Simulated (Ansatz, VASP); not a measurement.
# MnCuAs in VASP and in Ansatz

```
CELL_PARAMETERS angstrom
3.47917 0.00000 0.00000
0.00000 3.47917 0.00000
0.00000 0.00000 6.45098
ATOMIC_POSITIONS crystal
Mn 0.00000 0.50000 0.14468
Mn 0.50000 0.00000 0.85532
Cu 0.00000 0.00000 0.50000
Cu 0.50000 0.50000 0.50000
As 0.00000 0.50000 0.78626
As 0.50000 0.00000 0.21374
```

Alike in both runs: functional PBE; k mesh 10 × 10 × 6; occupations gaussian, width 0.05 eV; no spin polarisation.

Ansatz relaxed the structure, and its values are those at the end. VASP's run is a single point on that final structure, the one shown.

|  | VASP | Ansatz |
| --- | --- | --- |
| version | VASP 6.6.1 | Ansatz 0.2.0 |
| potentials or method | VASP PAW PBE potentials, release 64 (Mn_pv, Cu, As), cutoff 520 eV | scalar-relativistic, plane waves, PAW |
| valence electrons in the cell | 58 | 98 |

|  | VASP | Ansatz | Ansatz less VASP |
| --- | --- | --- | --- |
| gap on the k mesh at the Fermi level (eV) | none | none | - |
| pressure (GPa) | 0.4 | 0.0 | -0.44 |
| rms of the force components (eV/Å) | 0.006 | 0.000 | -0.0061 |

A gap of «none» marks a metal or a gap that the smearing closes. With one functional, cell and mesh, what is left measures potentials, basis and numerics. VASP's potentials hold 58 valence electrons a cell and Ansatz's 98, so a difference there can come from the potentials and not from the codes.
